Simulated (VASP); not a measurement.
# Mg in VASP: a series of runs

Runs on Mg. Level: PBE. Tasks: single point.

Everything below comes from runs of VASP 6.6.1. Logs are shortened: lines on timing, memory, paths and dates and some standing lists are left out, and cuts for length are marked.

## Step 1: The cell of the first run

The typed cell holds 1 atom: a = 3.223 Å, b = 3.185 Å, c = 3.186 Å, α = 60.79°, β = 59.60°, γ = 59.61°.

The cell was built from a structure type or drawn by symmetry, and may not be a known phase.

## Step 2: Single point, PBE

File INCAR:

```
SYSTEM = Mg
PREC     = Accurate       ! precision mode
ENCUT    = 520            ! plane-wave cutoff, eV
EDIFF    = 1E-6           ! SCF threshold, eV
ISMEAR   = 0              ! smearing method
SIGMA    = 0.1            ! smearing width, eV
LREAL    = .FALSE.        ! projectors in reciprocal space
LASPH    = .TRUE.         ! aspherical terms in the spheres
NELM     = 60             ! most SCF steps
ALGO     = Fast           ! electronic algorithm
ISIF     = 2              ! what is computed and relaxed
LWAVE    = .FALSE.        ! write WAVECAR
LCHARG   = .TRUE.         ! write CHGCAR
GGA      = PE             ! functional
LELF     = .TRUE.         ! ELF
LVHAR    = .TRUE.       
NBANDS   = 7              ! bands
```

File KPOINTS:

```
regular mesh
0
G
  22 22 22
  0 0 0
```

File POSCAR:

```
Mg
1.0
    0.0000000000      2.2794826748      2.2789041688
    2.2253769605      0.0000000000      2.2789041688
    2.2253769605      2.2794826748      0.0000000000
Mg
1
Direct
    0.0000000000      0.0000000000      0.0000000000
```

Potentials or basis: VASP PAW PBE potentials, release 64 (Mg).

Launch:

```
cat potpaw_PBE.64/Mg/POTCAR > POTCAR
mpirun -np 1 vasp_std > vasp.out
```

OUTCAR:

```text
SYSTEM = Mg
   PREC = Accurate
   ENCUT = 520
   EDIFF = 1E-6
   ISMEAR = 0
   LREAL = .FALSE.
   LASPH = .TRUE.
   NELM = 60
   ISIF = 2
   GGA = PE

 ion  position               nearest neighbor table
   1  0.000  0.000  0.000-

  LATTYP: Found a face centered orthorhombic cell.
 ALAT       =     4.4507539210
 B/A-ratio  =     1.0240530972
 C/A-ratio  =     1.0243130558

  Lattice vectors:

 A1 = (   0.0000000000,   2.2794826748,  -2.2789041688)
 A2 = (   2.2253769605,   2.2794826748,   0.0000000000)
 A3 = (   2.2253769605,   0.0000000000,  -2.2789041688)

Analysis of symmetry for initial positions (statically):
=====================================================================
 Subroutine PRICEL returns:
 Original cell was already a primitive cell.

 Routine SETGRP: Setting up the symmetry group for a
 face centered orthorhombic supercell.

 Subroutine GETGRP returns: Found  8 space group operations
 (whereof  8 operations were pure point group operations)
 out of a pool of  8 trial point group operations.

The static configuration has the point symmetry D_2h.

Analysis of symmetry for dynamics (positions and initial velocities):
=====================================================================
 Subroutine PRICEL returns:
 Original cell was already a primitive cell.

 Routine SETGRP: Setting up the symmetry group for a
 face centered orthorhombic supercell.

 Subroutine GETGRP returns: Found  8 space group operations
 (whereof  8 operations were pure point group operations)
 out of a pool of  8 trial point group operations.

The dynamic configuration has the point symmetry D_2h.

 Subroutine INISYM returns: Found  8 space group operations
 (whereof  8 operations are pure point group operations),
 and found     1 'primitive' translations

----------------------------------------------------------------------------------------

                                     Primitive cell

  volume of cell :      23.1204

  direct lattice vectors                    reciprocal lattice vectors
     0.000000000  2.279482675  2.278904169    -0.224681036  0.219348015  0.219403697
     2.225376960  0.000000000  2.278904169     0.224681036 -0.219348015  0.219403697
     2.225376960  2.279482675  0.000000000     0.224681036  0.219348015 -0.219403697

  length of vectors
     3.223266274  3.185232617  3.185646541     0.383057570  0.383057570  0.383057570

  position of ions in fractional coordinates (direct lattice)
     0.000000000  0.000000000  0.000000000

  ion indices of the primitive-cell ions
   primitive index   ion index
                 1           1

----------------------------------------------------------------------------------------

 KPOINTS: regular mesh

Automatic generation of k-mesh.
 Grid dimensions read from file:
 generate k-points for:   22   22   22

 Generating k-lattice:

  Cartesian coordinates                     Fractional coordinates (reciprocal lattice)
    -0.010212774  0.009970364  0.009972895     0.045454545  0.000000000  0.000000000
     0.010212774 -0.009970364  0.009972895     0.000000000  0.045454545  0.000000000
     0.010212774  0.009970364 -0.009972895    -0.000000000 -0.000000000  0.045454545

  Length of vectors
     0.017411708  0.017411708  0.017411708

  Shift w.r.t. Gamma in fractional coordinates (k-lattice)
     0.000000000  0.000000000  0.000000000

 Subroutine IBZKPT returns following result:
 ===========================================

 Found   1530 irreducible k-points:

 Following reciprocal coordinates:
            Coordinates               Weight
  0.000000  0.000000  0.000000      1.000000
  0.045455 -0.000000  0.000000      8.000000
  0.090909 -0.000000  0.000000      8.000000
  0.136364  0.000000  0.000000      8.000000
  0.181818 -0.000000  0.000000      8.000000
  0.227273 -0.000000  0.000000      8.000000
[... 16 lines left out ...]
  0.500000  0.045455  0.000000      8.000000
 -0.454545  0.045455  0.000000      8.000000
 [... further k-points ...]
   k-points           NKPTS =   1530   k-points in BZ     NKDIM =   1530   number of bands    NBANDS=      7
   number of dos      NEDOS =    301   number of ions     NIONS =      1
   total plane-waves  NPLWV =  13824
   dimension x,y,z NGX =    24 NGY =   24 NGZ =   24
   dimension x,y,z NGXF=    48 NGYF=   48 NGZF=   48
   ions per type =               1
   NGX,Y,Z   is equivalent  to a cutoff of  12.38, 12.53, 12.52 a.u.
   NGXF,Y,Z  is equivalent  to a cutoff of  24.76, 25.05, 25.05 a.u.
 SYSTEM =  Mg
   PREC   = accura    normal or accurate (medium, high low for compatibility)
   ISTART =      0    job   : 0-new  1-cont  2-samecut
   ICHARG =      2    charge: 1-file 2-atom 10-const
   ISPIN  =      1    spin polarized calculation?
   LNONCOLLINEAR =      F non collinear calculations
   LSORBIT =      F    spin-orbit coupling
   LASPH  =      T    aspherical Exc in radial PAW
   ENCUT  =  520.0 eV  38.22 Ry    6.18 a.u.   5.99  5.92  5.92*2*pi/ulx,y,z
   NELM   =     60;   NELMIN=  2; NELMDL= -5     # of ELM steps
   EDIFF  = 0.1E-05   stopping-criterion for ELM
   LREAL  =      F    real-space projection
   EDIFFG = 0.1E-04   stopping-criterion for IOM
   NSW    =      0    number of steps for IOM
   IBRION =     -1    ionic relax: 0-MD 1-quasi-New 2-CG
   NFREE  =      0    steps in history (QN), initial steepest desc. (CG)
   ISIF   =      2    stress and relaxation
   ISYM   =      2    0-nonsym 1-usesym 2-fastsym
   POTIM  = 0.5000    time-step for ionic-motion
   TEBEG  =    0.0;   TEEND  =   0.0 temperature during run
   PSTRESS=    0.0 pullay stress
   NELECT =       2.0000    total number of electrons
   NUPDOWN=      -1.0000    fix difference up-down
   EMIN   =  10.00;   EMAX   =-10.00  energy-range for DOS
   EFERMI =   0.00;   METHOD = LEGACY
   ISMEAR =     0;   SIGMA  =   0.10  broadening in eV -4-tet -1-fermi 0-gaus
   EFERMI_NEDOS =   21; number of points for ismear=-14 and -15
   IALGO  =     68    algorithm
   IMIX   =      4    mixing-type and parameters
     AMIX     =   0.40;   BMIX     =  1.00
     AMIX_MAG =   1.60;   BMIX_MAG =  1.00
  volume/ion in A,a.u.               =      23.12       156.02
  Fermi-wavevector in a.u.,A,eV,Ry     =   0.724024  1.368207  7.132317  0.524210
  Thomas-Fermi vector in A             =   1.814389
   LORBIT       =      0    0 simple, 1 ext, 2 COOP (PROOUT), +10 PAW based schemes
   GGA     = PE    functional components
   LHFCALC =     F    Hartree Fock is set to
   AEXX    =    0.0000 exact exchange contribution
   IVDW    =     0    specifies the selected vdW correction
   LEPSILON=     F    determine dielectric tensor
   LRPA    =     F    only Hartree local field effects (RPA)
 non-spin polarized calculation
 RMM-DIIS sequential band-by-band and
 Gauss-broadening in eV      SIGMA  =   0.10
  energy-cutoff  :      520.00
  volume of cell :       23.12
 maximum number of plane-waves:       636
   NGX = 11   NGY = 11   NGZ = 11

 number of electron       2.0000000 magnetization

 Free energy of the ion-electron system (eV)
  ---------------------------------------------------
  ext. energy  EPLUGINS =         0.00000000
  ---------------------------------------------------
  free energy    TOTEN  =        -1.49425137 eV

  energy without entropy =       -1.49209162  energy(sigma->0) =       -1.49317149

 E-fermi :   2.5623     XC(G=0):  -8.4698

 val. band max:        2.5500953009   @ k =   0.4545  -0.4091   0.0455
 cond. band min:       2.5629680185   @ k =   0.1818  -0.4545   0.0909
 fundamental gap:      0.0128727176
 Fermi energy:         2.5623161676

 k-point     1 :       0.0000    0.0000    0.0000
  band No.  band energies     occupation
      1      -4.3053      2.00000
      2      14.8492      0.00000
      3      14.8511      0.00000
      4      15.0186      0.00000
      5      16.7640      0.00000
      6      16.8158      0.00000
      7      16.8164      0.00000

 k-point     2 :       0.0455   -0.0000    0.0000
  band No.  band energies     occupation
      1      -4.2596      2.00000
      2      14.0289      0.00000
      3      14.7252      0.00000
      4      14.8514      0.00000
      5      16.8795      0.00000
      6      16.9779      0.00000
      7      17.0183      0.00000

 k-point     3 :       0.0909   -0.0000    0.0000
  band No.  band energies     occupation
      1      -4.1224      2.00000
      2      12.5873      0.00000
      3      14.4514      0.00000
      4      14.5974      0.00000
      5      16.7403      0.00000
      6      17.4525      0.00000
      7      17.5230      0.00000

 k-point     4 :       0.1364    0.0000    0.0000
  band No.  band energies     occupation
      1      -3.8943      2.00000
      2      11.0915      0.00000
      3      14.1547      0.00000
      4      14.3299      0.00000
      5      16.5281      0.00000
      6      18.0983      0.00000
      7      18.1835      0.00000

 k-point     5 :       0.1818   -0.0000    0.0000
  band No.  band energies     occupation
      1      -3.5758      2.00000
      2       9.6218      0.00000
      3      13.8910      0.00000
      4      14.0982      0.00000
      5      16.3114      0.00000
      6      17.7248      0.00000
      7      18.3385      0.00000
[... 161 lines left out ...]
 k-point    22 :       0.4545    0.0455    0.0000
  band No.  band energies     occupation
      1      -0.0955      2.00000
      2       2.5098      1.54247
      3      13.0346      0.00000
      4      13.2739      0.00000
      5      14.3512      0.00000
      6      15.5947      0.00000
      7      16.6379      0.00000

 k-point    23 :       0.5000    0.0455    0.0000
  band No.  band energies     occupation
      1       0.7526      2.00000
      2       1.5280      2.00000
      3      12.8496      0.00000
      4      13.3830      0.00000
      5      14.5199      0.00000
      6      15.2763      0.00000
      7      16.6968      0.00000

 k-point    24 :      -0.4545    0.0455    0.0000
  band No.  band energies     occupation
      1       0.4918      2.00000
      2       1.8135      2.00000
      3      12.6348      0.00000
      4      13.6372      0.00000
      5      14.7420      0.00000
      6      15.0917      0.00000
      7      16.6775      0.00000

 [... further k-points ...]

------------------------ aborting loop because EDIFF is reached ----------------------------------------

  FORCE on cell =-STRESS in cart. coord.  units (eV):
  Direction    XX          YY          ZZ          XY          YZ          ZX
  --------------------------------------------------------------------------------------
  -------------------------------------------------------------------------------------
  Total       -0.0149837     -0.0184881     -0.0175593      0.0000000      0.0000000      0.0000000
  in kB       -1.0383230     -1.2811697     -1.2168052      0.0000000      0.0000000      0.0000000
  external PRESSURE =      -1.1787660 kB  Pullay stress =       0.0000000 kB

 VOLUME and BASIS-vectors are now :
 -----------------------------------------------------------------------------
  energy-cutoff  :      520.00
  volume of cell :       23.12
      direct lattice vectors                 reciprocal lattice vectors
     0.000000000  2.279482675  2.278904169    -0.224681036  0.219348015  0.219403697
     2.225376960  0.000000000  2.278904169     0.224681036 -0.219348015  0.219403697
     2.225376960  2.279482675  0.000000000     0.224681036  0.219348015 -0.219403697

 POSITION                                       TOTAL-FORCE (eV/Angst)
 -----------------------------------------------------------------------------------
      0.00000      0.00000      0.00000         0.000000      0.000000      0.000000
 -----------------------------------------------------------------------------------
    total drift:                               -0.000000      0.000000     -0.000000

  FREE ENERGIE OF THE ION-ELECTRON SYSTEM (eV)
  ---------------------------------------------------
  free  energy   TOTEN  =        -1.4942513667 eV

  energy  without entropy=       -1.4920916225  energy(sigma->0) =       -1.49317149
```

It took 94 s on 1 thread of Intel Xeon Platinum 8259CL at 2.50GHz (Skylake/Cascade Lake), shared host; peak memory 0.36 GiB.

What came out:

```yaml
Free_energy: -1.4943 eV
Pressure: -0.1 GPa
Band_gap_on_the_k_mesh: zero (bands 1 and 2 overlap by 2.62 eV)
```

(Continued in part 2 of 2.)
